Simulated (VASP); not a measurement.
# GaCo in VASP: a series of runs

The runs below take GaCo through single point, with PBE.

Everything below comes from runs of VASP 6.6.1. Logs are shortened: lines on timing, memory, paths and dates and some standing lists are left out, and cuts for length are marked.

**1. The cell of the first run**

It takes space group P4/mmm (No. 123, tetragonal). The conventional cell has a = 2.883 Å, b = 2.883 Å, c = 2.652 Å, α = 90.00°, β = 90.00°, γ = 90.00°. Within 3.2 Å of Ga (site symmetry 4/mmm) lie 8 Co at 2.43 Å and 6 Ga at 2.65 to 2.88 Å. Co (site symmetry 4/mmm) has 8 Ga at 2.43 Å and 6 Co at 2.65 to 2.88 Å within 3.2 Å.

**2. Single point, PBE, collinear spin, ferromagnetic start (strain +0.000 along x and y, -0.080 along z)**

The input, INCAR:

```
PREC = Accurate ; ENCUT = 520
EDIFF = 1E-6 ; ISMEAR = 0
SIGMA = 0.15 ; LREAL = F
LASPH = T ; NELM = 150
ALGO = Normal ; ISIF = 2
LWAVE = F ; LCHARG = F
ISPIN = 2 ; MAGMOM = 0 0.32
LORBIT = 11 ; LMAXMIX = 4
GGA = PE ; NBANDS = 22
```

The input, KPOINTS:

```
regular mesh
0
Gamma
  16 16 16
```

The input, POSCAR:

```
GaCo
1.0
    2.8831000000      0.0000000000      0.0000000000
    0.0000000000      2.8831000000      0.0000000000
    0.0000000000      0.0000000000      2.6524520000
Ga Co
1 1
Direct
    0.5000000000      0.5000000000      0.5000000000
    0.0000000000      0.0000000000      0.0000000000
```

Potentials or basis: VASP PAW PBE potentials, release 64 (Ga_d, Co).

Command:

```sh
cat potpaw_PBE.64/Ga_d/POTCAR potpaw_PBE.64/Co/POTCAR > POTCAR
mpirun -np 1 vasp_std > vasp.out
```

OUTCAR:

```text
PREC = Accurate
   ENCUT = 520
   EDIFF = 1E-6
   ISMEAR = 0
   LREAL = F
   LASPH = T
   NELM = 150
   ISIF = 2
   ISPIN = 2
   LORBIT = 11
   GGA = PE

 ion  position               nearest neighbor table
   1  0.500  0.500  0.500-   2 2.43   2 2.43   2 2.43   2 2.43   2 2.43   2 2.43   2 2.43   2 2.43

   2  0.000  0.000  0.000-   1 2.43   1 2.43   1 2.43   1 2.43   1 2.43   1 2.43   1 2.43   1 2.43

  LATTYP: Found a simple tetragonal cell.
 ALAT       =     2.8831000000
 C/A-ratio  =     0.9200000000

  Lattice vectors:

 A1 = (   2.8831000000,   0.0000000000,   0.0000000000)
 A2 = (   0.0000000000,   2.8831000000,   0.0000000000)
 A3 = (   0.0000000000,   0.0000000000,   2.6524520000)

Analysis of symmetry for initial positions (statically):
=====================================================================
 Subroutine PRICEL returns:
 Original cell was already a primitive cell.

 Routine SETGRP: Setting up the symmetry group for a
 simple tetragonal supercell.

 Subroutine GETGRP returns: Found 16 space group operations
 (whereof 16 operations were pure point group operations)
 out of a pool of 16 trial point group operations.

The static configuration has the point symmetry D_4h.

Analysis of symmetry for dynamics (positions and initial velocities):
=====================================================================
 Subroutine PRICEL returns:
 Original cell was already a primitive cell.

 Routine SETGRP: Setting up the symmetry group for a
 simple tetragonal supercell.

 Subroutine GETGRP returns: Found 16 space group operations
 (whereof 16 operations were pure point group operations)
 out of a pool of 16 trial point group operations.

The dynamic configuration has the point symmetry D_4h.

Analysis of structural, dynamic, and magnetic symmetry:
=====================================================================
 Subroutine PRICEL returns:
 Original cell was already a primitive cell.

 Routine SETGRP: Setting up the symmetry group for a
 simple tetragonal supercell.

 Subroutine GETGRP returns: Found 16 space group operations
 (whereof 16 operations were pure point group operations)
 out of a pool of 16 trial point group operations.

The overall configuration has the point symmetry D_4h.

 Subroutine INISYM returns: Found 16 space group operations
 (whereof 16 operations are pure point group operations),
 and found     1 'primitive' translations

----------------------------------------------------------------------------------------

                                     Primitive cell

  volume of cell :      22.0479

  direct lattice vectors                    reciprocal lattice vectors
     2.883100000  0.000000000  0.000000000     0.346848878  0.000000000  0.000000000
     0.000000000  2.883100000  0.000000000     0.000000000  0.346848878  0.000000000
     0.000000000  0.000000000  2.652452000     0.000000000  0.000000000  0.377009650

  length of vectors
     2.883100000  2.883100000  2.652452000     0.346848878  0.346848878  0.377009650

  position of ions in fractional coordinates (direct lattice)
     0.500000000  0.500000000  0.500000000
     0.000000000  0.000000000  0.000000000

  ion indices of the primitive-cell ions
   primitive index   ion index
                 1           1
                 2           2

----------------------------------------------------------------------------------------

 KPOINTS: regular mesh

Automatic generation of k-mesh.
 Grid dimensions read from file:
 generate k-points for:   16   16   16

 Generating k-lattice:

  Cartesian coordinates                     Fractional coordinates (reciprocal lattice)
     0.021678055  0.000000000  0.000000000     0.062500000  0.000000000  0.000000000
     0.000000000  0.021678055  0.000000000     0.000000000  0.062500000  0.000000000
     0.000000000  0.000000000  0.023563103     0.000000000  0.000000000  0.062500000

  Length of vectors
     0.021678055  0.021678055  0.023563103

  Shift w.r.t. Gamma in fractional coordinates (k-lattice)
     0.000000000  0.000000000  0.000000000

 Subroutine IBZKPT returns following result:
 ===========================================

 Found    405 irreducible k-points:

 Following reciprocal coordinates:
            Coordinates               Weight
  0.000000  0.000000  0.000000      1.000000
  0.062500  0.000000  0.000000      4.000000
  0.125000  0.000000  0.000000      4.000000
  0.187500  0.000000  0.000000      4.000000
  0.250000  0.000000  0.000000      4.000000
  0.312500  0.000000  0.000000      4.000000
[... 16 lines left out ...]
  0.437500  0.125000  0.000000      8.000000
  0.500000  0.125000  0.000000      4.000000
 [... further k-points ...]
   k-points           NKPTS =    405   k-points in BZ     NKDIM =    405   number of bands    NBANDS=     22
   number of dos      NEDOS =    301   number of ions     NIONS =      2
   total plane-waves  NPLWV =  11520
   dimension x,y,z NGX =    24 NGY =   24 NGZ =   20
   dimension x,y,z NGXF=    48 NGYF=   48 NGZF=   40
   ions per type =               1   1
   NGX,Y,Z   is equivalent  to a cutoff of  13.84, 13.84, 12.54 a.u.
   NGXF,Y,Z  is equivalent  to a cutoff of  27.68, 27.68, 25.07 a.u.
 SYSTEM =  unknown system
   PREC   = accura    normal or accurate (medium, high low for compatibility)
   ISTART =      0    job   : 0-new  1-cont  2-samecut
   ICHARG =      2    charge: 1-file 2-atom 10-const
   ISPIN  =      2    spin polarized calculation?
   LNONCOLLINEAR =      F non collinear calculations
   LSORBIT =      F    spin-orbit coupling
   LASPH  =      T    aspherical Exc in radial PAW
   ENCUT  =  520.0 eV  38.22 Ry    6.18 a.u.   5.36  5.36  4.93*2*pi/ulx,y,z
   NELM   =    150;   NELMIN=  2; NELMDL= -5     # of ELM steps
   EDIFF  = 0.1E-05   stopping-criterion for ELM
   LREAL  =      F    real-space projection
   EDIFFG = 0.1E-04   stopping-criterion for IOM
   NSW    =      0    number of steps for IOM
   IBRION =     -1    ionic relax: 0-MD 1-quasi-New 2-CG
   NFREE  =      0    steps in history (QN), initial steepest desc. (CG)
   ISIF   =      2    stress and relaxation
   ISYM   =      2    0-nonsym 1-usesym 2-fastsym
   POTIM  = 0.5000    time-step for ionic-motion
   TEBEG  =    0.0;   TEEND  =   0.0 temperature during run
   PSTRESS=    0.0 pullay stress
   NELECT =      22.0000    total number of electrons
   NUPDOWN=      -1.0000    fix difference up-down
   EMIN   =  10.00;   EMAX   =-10.00  energy-range for DOS
   EFERMI =   0.00;   METHOD = LEGACY
   ISMEAR =     0;   SIGMA  =   0.15  broadening in eV -4-tet -1-fermi 0-gaus
   EFERMI_NEDOS =   21; number of points for ismear=-14 and -15
   IALGO  =     38    algorithm
   IMIX   =      4    mixing-type and parameters
     AMIX     =   0.40;   BMIX     =  1.00
     AMIX_MAG =   1.60;   BMIX_MAG =  1.00
  volume/ion in A,a.u.               =      11.02        74.39
  Fermi-wavevector in a.u.,A,eV,Ry     =   1.635913  3.091426 36.412044  2.676210
  Thomas-Fermi vector in A             =   2.727306
   LORBIT       =     11    0 simple, 1 ext, 2 COOP (PROOUT), +10 PAW based schemes
   GGA     = PE    functional components
   LHFCALC =     F    Hartree Fock is set to
   AEXX    =    0.0000 exact exchange contribution
   IVDW    =     0    specifies the selected vdW correction
   LEPSILON=     F    determine dielectric tensor
   LRPA    =     F    only Hartree local field effects (RPA)
 spin polarized calculation
 Gauss-broadening in eV      SIGMA  =   0.15
  energy-cutoff  :      520.00
  volume of cell :       22.05
 maximum number of plane-waves:       612
 NGX is ok and might be reduce to    24
   NGX = 11   NGY = 11   NGZ =  9

 number of electron      22.0000010 magnetization       0.1713735

 Free energy of the ion-electron system (eV)
  ---------------------------------------------------
  ext. energy  EPLUGINS =         0.00000000
  ---------------------------------------------------
  free energy    TOTEN  =       -10.34325573 eV

  energy without entropy =      -10.33131259  energy(sigma->0) =      -10.33728416

 E-fermi :  10.7852     XC(G=0): -13.6467

 val. band max:       10.7841802849   @ k =   0.5000   0.3750   0.0000
 cond. band min:      10.7866752173   @ k =   0.5000   0.3750   0.4375
 fundamental gap:      0.0024949325
 Fermi energy:        10.7852304103

 spin component 1

 k-point     1 :       0.0000    0.0000    0.0000
  band No.  band energies     occupation
      1      -4.5518      1.00000
      2      -4.4280      1.00000
      3      -4.0774      1.00000
      4      -4.0216      1.00000
      5      -4.0216      1.00000
      6      -1.8639      1.00000
[... 14 lines left out ...]
     21      37.6347      0.00000
     22      37.8211      0.00000
[... 552 lines left out ...]
  band No.  band energies     occupation
      1      -4.4668      1.00000
      2      -4.2077      1.00000
      3      -4.1527      1.00000
      4      -4.1064      1.00000
      5      -4.0176      1.00000
      6       2.4004      1.00000
[... 14 lines left out ...]
     21      37.9399      0.00000
     22      38.7352      0.00000

 [... further k-points ...]

 spin component 2

 k-point     1 :       0.0000    0.0000    0.0000
  band No.  band energies     occupation
      1      -4.5553      1.00000
      2      -4.4303      1.00000
      3      -4.0792      1.00000
      4      -4.0244      1.00000
      5      -4.0244      1.00000
      6      -1.8722      1.00000
[... 14 lines left out ...]
     21      37.6403      0.00000
     22      37.8664      0.00000
[... 552 lines left out ...]
  band No.  band energies     occupation
      1      -4.4707      1.00000
      2      -4.2097      1.00000
      3      -4.1556      1.00000
      4      -4.1095      1.00000
      5      -4.0206      1.00000
      6       2.3898      1.00000
[... 14 lines left out ...]
     21      37.9251      0.00000
     22      38.7236      0.00000

 [... further k-points ...]

------------------------ aborting loop because EDIFF is reached ----------------------------------------

  FORCE on cell =-STRESS in cart. coord.  units (eV):
  Direction    XX          YY          ZZ          XY          YZ          ZX
  --------------------------------------------------------------------------------------
  -------------------------------------------------------------------------------------
  Total        1.9906668      1.9906668      3.7485058      0.0000000      0.0000000      0.0000000
  in kB      144.6579195    144.6579195    272.3966914      0.0000000      0.0000000      0.0000000
  external PRESSURE =     187.2375102 kB  Pullay stress =       0.0000000 kB

 VOLUME and BASIS-vectors are now :
 -----------------------------------------------------------------------------
  energy-cutoff  :      520.00
  volume of cell :       22.05
      direct lattice vectors                 reciprocal lattice vectors
     2.883100000  0.000000000  0.000000000     0.346848878  0.000000000  0.000000000
     0.000000000  2.883100000  0.000000000     0.000000000  0.346848878  0.000000000
     0.000000000  0.000000000  2.652452000     0.000000000  0.000000000  0.377009650

 POSITION                                       TOTAL-FORCE (eV/Angst)
 -----------------------------------------------------------------------------------
      1.44155      1.44155      1.32623         0.000000      0.000000      0.000000
      0.00000      0.00000      0.00000         0.000000      0.000000      0.000000
 -----------------------------------------------------------------------------------
    total drift:                                0.000000     -0.000000     -0.000000

  FREE ENERGIE OF THE ION-ELECTRON SYSTEM (eV)
  ---------------------------------------------------
  free  energy   TOTEN  =       -10.3432557273 eV

  energy  without entropy=      -10.3313125922  energy(sigma->0) =      -10.33728416

 total charge

# of ion       s       p       d       tot
------------------------------------------
    1        0.861   0.976  10.083  11.920
    2        0.420   0.518   7.574   8.512
--------------------------------------------------
tot          1.282   1.494  17.657  20.432

 magnetization (x)

# of ion       s       p       d       tot
------------------------------------------
    1       -0.001  -0.004  -0.004  -0.009
    2        0.003  -0.003   0.187   0.187
--------------------------------------------------
tot          0.002  -0.007   0.183   0.177
```

Run time: 2.4 min. Hardware: 1 thread of Intel Xeon Platinum 8559C (Emerald Rapids), shared host; peak memory 0.39 GiB.

Results:

| Quantity | Value |
| --- | --- |
| Free energy | -10.3433 eV |
| Pressure | 18.7 GPa |
| Net moment | 0.17 μB per cell |
| Site moments | Ga -0.01; Co +0.19 μB |
| Valence electrons inside the program's atomic spheres | Ga 11.92; Co 8.51 |

Caveat: the cell differs from its parent crystal (strain +0.000 along x and y, -0.080 along z).

[end of part 1 of 2]
